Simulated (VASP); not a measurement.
The system is BaH4.

```
CELL_PARAMETERS angstrom
2.29082 1.32260 3.53625
-2.29082 1.32260 3.53625
0.00000 -2.64521 3.53625
ATOMIC_POSITIONS crystal
Ba 0.00000 0.00000 0.00000
H 0.74087 0.74087 0.74087
H 0.25913 0.25913 0.25913
H 0.46369 0.46369 0.46369
H 0.53631 0.53631 0.53631
```

Base run:

```yaml
Program: VASP 6.6.1
Functional: revPBE
Potentials_or_basis: VASP PAW PBE potentials, release 64 (Ba_sv, H)
Cutoff: 520 eV
k_mesh: 5 × 5 × 5
Occupations: fermi-dirac, width 0.05 eV
Spin: no spin polarisation
```

Its results: band gap on the k mesh 2.71 eV, indirect (least direct gap 3.21 eV); pressure 1.5 GPa; largest force 0.226 eV/Å.

Problem. After a change of settings the same cell gave: band gap on the k mesh 2.59 eV, indirect (least direct gap 3.11 eV); pressure 0.4 GPa; largest force 0.020 eV/Å. Which change was it?
A. functional from revPBE to LDA; potentials or basis from VASP PAW PBE potentials, release 64 (Ba_sv, H) to VASP PAW LDA potentials, release 64 (Ba_sv, H)
B. functional from revPBE to PBE
C. functional from revPBE to RPBE; further incar settings from ALGO = Normal; EDIFF = 1e-07; NBANDS = 15 to ALGO = Normal; EDIFF = 1e-06; NBANDS = 15
D. functional from revPBE to PBEsol; further incar settings from ALGO = Normal; EDIFF = 1e-07; NBANDS = 15 to ALGO = Normal; EDIFF = 1e-06; NBANDS = 15

Solution. B.

PBE binds more tightly than revPBE, so the same cell stands under less pressure.

Caveats: spin-orbit coupling is left out, which moves the levels of the heavy elements; the PAW data sets were made with another functional, which shifts forces and pressure a little (some runs).
